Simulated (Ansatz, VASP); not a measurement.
**One calculation of SiO2, two programs**

```
Si O
1.0
     5.11162    0.00000    0.00000
    -2.55581    4.42679    0.00000
     0.00000    0.00000    8.53918
Si O
4 8
Cartesian
  2.5558 1.4756 8.0066
  2.5558 1.4756 4.8021
  0.0000 2.9512 0.5326
  0.0000 2.9512 3.7370
  -1.0950 1.8965 0.0000
  1.0950 1.8965 4.2696
  2.9217 0.0000 4.2696
  1.4608 2.5302 0.0000
  -1.4608 2.5302 4.2696
  2.5558 1.4756 6.4044
  0.0000 2.9512 2.1348
  2.1899 0.0000 0.0000
```

Alike in both runs: task single point; functional r2SCAN; k mesh 6 × 6 × 4; occupations gaussian, width 0.02 eV; no spin polarisation.

|  | VASP | Ansatz |
| --- | --- | --- |
| version | VASP 6.6.1 | Ansatz 0.2.0 |
| potentials or method | VASP PAW PBE potentials, release 64 (Si, O), cutoff 520 eV | scalar-relativistic, plane waves, PAW |
| valence electrons in the cell | 64 | 64 |

Ansatz gave:

| Quantity | Value |
| --- | --- |
| gap on the k mesh at the Fermi level (eV) | 6.15 |
| least direct gap on the mesh (eV) | 6.18 |
| pressure (GPa) | -0.6 |
| traceless stress, the component that is largest in VASP (GPa) | 0.58 |
| rms of the force components (eV/Å) | 0.000 |

Q: What did VASP give for the same quantities?

A: gap on the k mesh at the Fermi level (eV): 6.14; least direct gap on the mesh (eV): 6.18; pressure (GPa): -0.5; traceless stress, the component that is largest in VASP (GPa): 0.56; rms of the force components (eV/Å): 0.004.

VASP's potentials were made for PBE, not for r2SCAN. Atom by atom the forces differ by 0.004 eV/Å (rms over components). With one functional, cell and mesh, what is left measures potentials, basis and numerics.
